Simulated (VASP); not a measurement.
Cu, 1 atom in the cell. It takes space group I4/mmm (No. 139, tetragonal). The conventional cell has a = 2.977 Å, b = 2.977 Å, c = 2.591 Å, α = 90.00°, β = 90.00°, γ = 90.00°. Cu (site symmetry 4/mmm) has 14 Cu at 2.47 to 2.98 Å within 3.3 Å.  This cell differs from its parent crystal: ratio of the length along z to the lengths across it x 0.92, volume and fractional coordinates fixed.

- Program: VASP 6.6.1
- Task: single point
- Functional: r2SCAN
- Potentials or basis: VASP PAW PBE potentials, release 64 (Cu)
- Cutoff: 520 eV
- k mesh: 32 × 32 × 32
- Occupations: gaussian, width 0.15 eV
- Spin: no spin polarisation
- Dipole correction: no
- Further INCAR settings: ALGO = Normal; EDIFF = 1e-06; NBANDS = 12

Potentials or basis: VASP PAW PBE potentials, release 64 (Cu).

Run with:

```sh
$ cat potpaw_PBE.64/Cu/POTCAR > POTCAR
$ cp INCAR.step1 INCAR
$ mpirun -np 1 vasp_std > vasp.out
$ cp INCAR.step2 INCAR
$ mpirun -np 1 vasp_std > vasp.out
```

Hardware: 1 thread of Oxide Virtual Turin-like Processor, with other jobs on the host.

Problem. How long does it take, and how much memory?

Solution. Run time: 15 min on 1 thread of Oxide Virtual Turin-like Processor, with other jobs on the host, peak memory 0.37 GiB. Counts: k points 2393.
